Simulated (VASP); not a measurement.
## KI: vibrations by perturbation theory with LDA

The system is KI.

```
K I
1.0
     2.51266   -4.25523    0.00000
     2.51266    4.25523    0.00000
     0.00000    0.00000    8.67659
K I
2 2
Direct
  0.50000 0.50000 0.50000
  0.50000 0.50000 0.00000
  0.84023 0.15977 0.25000
  0.15977 0.84023 0.75000
```

```
Program                : VASP 6.6.1
Task                   : vibrations by perturbation theory
Functional             : LDA
Potentials or basis    : VASP PAW LDA potentials, release 64 (K_sv, I)
Cutoff                 : 520 eV
k mesh                 : 4 × 4 × 2
Occupations            : gaussian, width 0.01 eV
Spin                   : no spin polarisation
Dipole correction      : no
Further INCAR settings : ALGO = Normal; EDIFF = 1e-08; IBRION = 8; NSW = 1
```

| Quantity | Value |
| --- | --- |
| Highest phonon frequency at Γ, LO-TO splitting left out | 127 cm⁻¹ |

Phonon frequencies in cm⁻¹ (negative: imaginary):
```
              q point                        frequencies
(0.000, 0.000, 0.000)  0 0 0 38 40 57 58 64 72 78 79 127
```

Run time: 27 min on 1 thread of Intel Xeon 8259CL (shared host), peak memory 0.48 GiB.

Caveat: the k points lie up to 0.36 Å⁻¹ apart; the cell stands under pressure or tension, which shifts response properties.
